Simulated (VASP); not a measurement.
**KI: single point with PBE**

KI:

```
K I
1.0
     0.00000    3.66553    3.38357
     3.66553    0.00000    3.38357
     3.66553    3.66553    0.00000
K I
1 1
Direct
  0.00000 0.00000 0.00000
  0.50000 0.50000 0.50000
```

This cell differs from its parent crystal: strain +0.040 along x and y, -0.040 along z.

- Program: VASP 6.6.1
- Task: single point
- Functional: PBE
- Potentials or basis: VASP PAW PBE potentials, release 64 (K_sv, I)
- Cutoff: 520 eV
- k mesh: 6 × 6 × 6
- Occupations: gaussian, width 0.05 eV
- Spin: no spin polarisation
- Dipole correction: no
- Further INCAR settings: ALGO = Normal; EDIFF = 1e-07; NBANDS = 15

```json
{
  "Pressure": "0.5 GPa",
  "Band gap on the k mesh": "3.88 eV, direct"
}
```

Stress tensor (GPa, compression positive):
```
-0.27  0.00  0.00
 0.00 -0.27  0.00
 0.00  0.00  1.92
```

Levels at points of the mesh, in eV from the valence-band top:
```
           k point  band 6  band 7  band 8  band 9  band 10  band 11
(0.00, 0.00, 0.00)   -0.01   -0.01    0.00    3.88     6.36     6.36
(0.50, 0.00, 0.00)   -1.27   -0.34   -0.32    5.47     7.58     7.79
(0.50, 0.50, 0.00)   -0.90   -0.44   -0.44    4.93     5.74     8.20
(0.50, 0.00, 0.50)   -0.98   -0.35   -0.27    5.01     5.69     7.98
```

It took 20 s on 1 thread of Intel(R) Xeon(R) 6975P-C (Granite Rapids) (shared host), peak memory 0.25 GiB.

Caveat: the cell differs from its parent crystal (strain +0.040 along x and y, -0.040 along z); spin-orbit coupling is left out, which moves the levels of the heavy elements.
